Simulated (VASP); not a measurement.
# NaCl in VASP: a series of runs

Aim: see how the results for NaCl move with the level of theory and the settings. Levels: PBE, PBEsol, r2SCAN. Tasks: single point.

All numbers are computed with VASP 6.6.1; they aren't measurements. Logs are shortened: lines on timing, memory, paths and dates and some standing lists are left out, and cuts for length are marked.

## (1) The cell of the first run

Symmetry: Pm-3m, No. 221, cubic system. The conventional cell has a = 3.670 Å, b = 3.670 Å, c = 3.670 Å, α = 90.00°, β = 90.00°, γ = 90.00°. Within 4.2 Å of Na (site symmetry m-3m) lie 8 Cl at 3.18 Å and 6 Na at 3.67 Å. Within 4.2 Å of Cl (site symmetry m-3m) lie 8 Na at 3.18 Å and 6 Cl at 3.67 Å.

## (2) Single point, PBE (functional PBE, strained)

INCAR

```
ALGO     = Normal         # electronic algorithm
EDIFF    = 1E-7           # SCF threshold, eV
ENCUT    = 520            # plane-wave cutoff, eV
GGA      = PE             # functional
ISIF     = 2              # what is computed and relaxed
ISMEAR   = 0              # smearing method
LASPH    = T              # aspherical terms in the spheres
LCHARG   = F              # write CHGCAR
LREAL    = F              # projectors in reciprocal space
LWAVE    = F              # write WAVECAR
NBANDS   = 14             # bands
NELM     = 80             # most SCF steps
PREC     = Accurate       # precision mode
SIGMA    = 0.02           # smearing width, eV
```

KPOINTS

```
k-points
0
Gamma
  6 6 6
```

POSCAR

```
NaCl
1.0
    3.6698748572      0.0000000000      0.0000000000
    0.0000000000      3.6698748572      0.0000000000
    0.0000000000      0.0000000000      3.6698748572
Na Cl
1 1
Direct
    0.0000000000      0.0000000000      0.0000000000
    0.5000000000      0.5000000000      0.5000000000
```

Potentials or basis: VASP PAW PBE potentials, release 64 (Na_pv, Cl).

The run is started by

```console
$ cat potpaw_PBE.64/Na_pv/POTCAR potpaw_PBE.64/Cl/POTCAR > POTCAR
$ mpirun -np 1 vasp_std > vasp.out
```

OUTCAR:

```text
EDIFF = 1E-7
   ENCUT = 520
   GGA = PE
   ISIF = 2
   ISMEAR = 0
   LASPH = T
   LREAL = F
   NELM = 80
   PREC = Accurate

 ion  position               nearest neighbor table
   1  0.000  0.000  0.000-
   2  0.500  0.500  0.500-

  LATTYP: Found a simple cubic cell.
 ALAT       =     3.6698748572

  Lattice vectors:

 A1 = (   3.6698748572,   0.0000000000,   0.0000000000)
 A2 = (   0.0000000000,   3.6698748572,   0.0000000000)
 A3 = (   0.0000000000,   0.0000000000,   3.6698748572)

Analysis of symmetry for initial positions (statically):
=====================================================================
 Subroutine PRICEL returns:
 Original cell was already a primitive cell.

 Routine SETGRP: Setting up the symmetry group for a
 simple cubic supercell.

 Subroutine GETGRP returns: Found 48 space group operations
 (whereof 48 operations were pure point group operations)
 out of a pool of 48 trial point group operations.

The static configuration has the point symmetry O_h .

Analysis of symmetry for dynamics (positions and initial velocities):
=====================================================================
 Subroutine PRICEL returns:
 Original cell was already a primitive cell.

 Routine SETGRP: Setting up the symmetry group for a
 simple cubic supercell.

 Subroutine GETGRP returns: Found 48 space group operations
 (whereof 48 operations were pure point group operations)
 out of a pool of 48 trial point group operations.

The dynamic configuration has the point symmetry O_h .

 Subroutine INISYM returns: Found 48 space group operations
 (whereof 48 operations are pure point group operations),
 and found     1 'primitive' translations

----------------------------------------------------------------------------------------

                                     Primitive cell

  volume of cell :      49.4258

  direct lattice vectors                    reciprocal lattice vectors
     3.669874857  0.000000000  0.000000000     0.272488856  0.000000000  0.000000000
     0.000000000  3.669874857  0.000000000     0.000000000  0.272488856  0.000000000
     0.000000000  0.000000000  3.669874857     0.000000000  0.000000000  0.272488856

  length of vectors
     3.669874857  3.669874857  3.669874857     0.272488856  0.272488856  0.272488856

  position of ions in fractional coordinates (direct lattice)
     0.000000000  0.000000000  0.000000000
     0.500000000  0.500000000  0.500000000

  ion indices of the primitive-cell ions
   primitive index   ion index
                 1           1
                 2           2

----------------------------------------------------------------------------------------

 KPOINTS: k-points

Automatic generation of k-mesh.
 Grid dimensions read from file:
 generate k-points for:    6    6    6

 Generating k-lattice:

  Cartesian coordinates                     Fractional coordinates (reciprocal lattice)
     0.045414809  0.000000000  0.000000000     0.166666667  0.000000000  0.000000000
     0.000000000  0.045414809  0.000000000     0.000000000  0.166666667  0.000000000
     0.000000000  0.000000000  0.045414809     0.000000000  0.000000000  0.166666667

  Length of vectors
     0.045414809  0.045414809  0.045414809

  Shift w.r.t. Gamma in fractional coordinates (k-lattice)
     0.000000000  0.000000000  0.000000000

 Subroutine IBZKPT returns following result:
 ===========================================

 Found     20 irreducible k-points:

 Following reciprocal coordinates:
            Coordinates               Weight
  0.000000  0.000000  0.000000      1.000000
  0.166667  0.000000  0.000000      6.000000
  0.333333  0.000000  0.000000      6.000000
  0.500000  0.000000  0.000000      3.000000
  0.166667  0.166667  0.000000     12.000000
  0.333333  0.166667  0.000000     24.000000
[... 12 lines left out ...]
  0.500000  0.500000  0.333333      6.000000
  0.500000  0.500000  0.500000      1.000000
   k-points           NKPTS =     20   k-points in BZ     NKDIM =     20   number of bands    NBANDS=     14
   number of dos      NEDOS =    301   number of ions     NIONS =      2
   total plane-waves  NPLWV =  21952
   dimension x,y,z NGX =    28 NGY =   28 NGZ =   28
   dimension x,y,z NGXF=    56 NGYF=   56 NGZF=   56
   ions per type =               1   1
   NGX,Y,Z   is equivalent  to a cutoff of  12.68, 12.68, 12.68 a.u.
   NGXF,Y,Z  is equivalent  to a cutoff of  25.37, 25.37, 25.37 a.u.
 SYSTEM =  unknown system
   PREC   = accura    normal or accurate (medium, high low for compatibility)
   ISTART =      0    job   : 0-new  1-cont  2-samecut
   ICHARG =      2    charge: 1-file 2-atom 10-const
   ISPIN  =      1    spin polarized calculation?
   LNONCOLLINEAR =      F non collinear calculations
   LSORBIT =      F    spin-orbit coupling
   LASPH  =      T    aspherical Exc in radial PAW
   ENCUT  =  520.0 eV  38.22 Ry    6.18 a.u.   6.82  6.82  6.82*2*pi/ulx,y,z
   NELM   =     80;   NELMIN=  2; NELMDL= -5     # of ELM steps
   EDIFF  = 0.1E-06   stopping-criterion for ELM
   LREAL  =      F    real-space projection
   EDIFFG = 0.1E-05   stopping-criterion for IOM
   NSW    =      0    number of steps for IOM
   IBRION =     -1    ionic relax: 0-MD 1-quasi-New 2-CG
   NFREE  =      0    steps in history (QN), initial steepest desc. (CG)
   ISIF   =      2    stress and relaxation
   ISYM   =      2    0-nonsym 1-usesym 2-fastsym
   POTIM  = 0.5000    time-step for ionic-motion
   TEBEG  =    0.0;   TEEND  =   0.0 temperature during run
   PSTRESS=    0.0 pullay stress
   NELECT =      14.0000    total number of electrons
   NUPDOWN=      -1.0000    fix difference up-down
   EMIN   =  10.00;   EMAX   =-10.00  energy-range for DOS
   EFERMI =   0.00;   METHOD = LEGACY
   ISMEAR =     0;   SIGMA  =   0.02  broadening in eV -4-tet -1-fermi 0-gaus
   EFERMI_NEDOS =   21; number of points for ismear=-14 and -15
   IALGO  =     38    algorithm
   IMIX   =      4    mixing-type and parameters
     AMIX     =   0.40;   BMIX     =  1.00
     AMIX_MAG =   1.60;   BMIX_MAG =  1.00
  volume/ion in A,a.u.               =      24.71       166.77
  Fermi-wavevector in a.u.,A,eV,Ry     =   1.075143  2.031726 15.727418  1.155933
  Thomas-Fermi vector in A             =   2.210991
   LORBIT       =      0    0 simple, 1 ext, 2 COOP (PROOUT), +10 PAW based schemes
   GGA     = PE    functional components
   LHFCALC =     F    Hartree Fock is set to
   AEXX    =    0.0000 exact exchange contribution
   IVDW    =     0    specifies the selected vdW correction
   LEPSILON=     F    determine dielectric tensor
   LRPA    =     F    only Hartree local field effects (RPA)
 non-spin polarized calculation
 Gauss-broadening in eV      SIGMA  =   0.02
  energy-cutoff  :      520.00
  volume of cell :       49.43
 maximum number of plane-waves:      1357
 NGX is ok and might be reduce to    28
   NGX = 13   NGY = 13   NGZ = 13

 number of electron      14.0000008 magnetization

 Free energy of the ion-electron system (eV)
  ---------------------------------------------------
  ext. energy  EPLUGINS =         0.00000000
  ---------------------------------------------------
  free energy    TOTEN  =        -6.41155526 eV

  energy without entropy =       -6.41155526  energy(sigma->0) =       -6.41155526

 E-fermi :  -0.2548     XC(G=0):  -7.8426

 val. band max:       -0.4543783200   @ k =   0.5000   0.5000   0.0000
 cond. band min:       3.1057858622   @ k =   0.0000   0.0000   0.0000
 fundamental gap:      3.5601641822
 Fermi energy:        -0.2548400006

 k-point     1 :       0.0000    0.0000    0.0000
  band No.  band energies     occupation
      1     -22.7239      2.00000
      2     -22.7239      2.00000
      3     -22.7239      2.00000
      4     -13.4058      2.00000
      5      -0.8424      2.00000
      6      -0.8424      2.00000
      7      -0.8424      2.00000
      8       3.1058      0.00000
      9       8.2137      0.00000
     10       8.2137      0.00000
     11      13.9569      0.00000
     12      13.9569      0.00000
     13      13.9569      0.00000
     14      14.9478      0.00000

 k-point     2 :       0.1667    0.0000    0.0000
  band No.  band energies     occupation
      1     -22.7296      2.00000
      2     -22.7234      2.00000
      3     -22.7234      2.00000
      4     -13.3481      2.00000
      5      -1.4806      2.00000
      6      -0.7964      2.00000
      7      -0.7964      2.00000
      8       3.7653      0.00000
      9       8.4924      0.00000
     10       8.4942      0.00000
     11      12.7318      0.00000
     12      12.7318      0.00000
     13      13.5481      0.00000
     14      15.1420      0.00000

 k-point     3 :       0.3333    0.0000    0.0000
  band No.  band energies     occupation
      1     -22.7411      2.00000
      2     -22.7224      2.00000
      3     -22.7224      2.00000
      4     -13.2279      2.00000
      5      -2.4349      2.00000
      6      -0.7011      2.00000
      7      -0.7011      2.00000
      8       5.0163      0.00000
      9       8.1350      0.00000
     10       9.2896      0.00000
     11      11.4770      0.00000
     12      11.4770      0.00000
     13      13.4229      0.00000
     14      14.5580      0.00000
[... 256 lines left out ...]
 k-point    19 :       0.5000    0.5000    0.3333
  band No.  band energies     occupation
      1     -22.7406      2.00000
      2     -22.7406      2.00000
      3     -22.7349      2.00000
      4     -12.8388      2.00000
      5      -2.0102      2.00000
      6      -2.0102      2.00000
      7      -1.5962      2.00000
      8       6.0592      0.00000
      9       7.1484      0.00000
     10       7.1484      0.00000
     11      11.1925      0.00000
     12      12.4439      0.00000
     13      13.8350      0.00000
     14      13.8350      0.00000

 k-point    20 :       0.5000    0.5000    0.5000
  band No.  band energies     occupation
      1     -22.7399      2.00000
      2     -22.7399      2.00000
      3     -22.7399      2.00000
      4     -12.7908      2.00000
      5      -1.9152      2.00000
      6      -1.9152      2.00000
      7      -1.9152      2.00000
      8       6.6208      0.00000
      9       6.6208      0.00000
     10       6.6208      0.00000
     11      10.0975      0.00000
     12      14.1392      0.00000
     13      14.1392      0.00000
     14      14.1392      0.00000

------------------------ aborting loop because EDIFF is reached ----------------------------------------

  FORCE on cell =-STRESS in cart. coord.  units (eV):
  Direction    XX          YY          ZZ          XY          YZ          ZX
  --------------------------------------------------------------------------------------
  -------------------------------------------------------------------------------------
  Total       -0.8029687     -0.8029687     -0.8029687     -0.0000000      0.0000000      0.0000000
  in kB      -26.0288787    -26.0288787    -26.0288787     -0.0000000      0.0000000      0.0000000
  external PRESSURE =     -26.0288787 kB  Pullay stress =       0.0000000 kB

 VOLUME and BASIS-vectors are now :
 -----------------------------------------------------------------------------
  energy-cutoff  :      520.00
  volume of cell :       49.43
      direct lattice vectors                 reciprocal lattice vectors
     3.669874857  0.000000000  0.000000000     0.272488856  0.000000000  0.000000000
     0.000000000  3.669874857  0.000000000     0.000000000  0.272488856  0.000000000
     0.000000000  0.000000000  3.669874857     0.000000000  0.000000000  0.272488856

 POSITION                                       TOTAL-FORCE (eV/Angst)
 -----------------------------------------------------------------------------------
      0.00000      0.00000      0.00000         0.000000      0.000000      0.000000
      1.83494      1.83494      1.83494         0.000000      0.000000      0.000000
 -----------------------------------------------------------------------------------
    total drift:                               -0.000000      0.000000      0.000000

  FREE ENERGIE OF THE ION-ELECTRON SYSTEM (eV)
  ---------------------------------------------------
  free  energy   TOTEN  =        -6.4115552577 eV

  energy  without entropy=       -6.4115552577  energy(sigma->0) =       -6.41155526
```

Wall time 10 s (1 thread of Intel Xeon Platinum 8488C (Sapphire Rapids), shared host); peak memory 0.15 GiB.

What came out:

```yaml
Free_energy: -6.4116 eV
Pressure: -2.6 GPa
Band_gap_on_the_k_mesh: 3.56 eV, indirect (least direct gap 3.95 eV)
```

Caveat: the cell differs from its parent crystal (functional PBE, strained). A k mesh can miss the band edges.

[end of part 1 of 2]
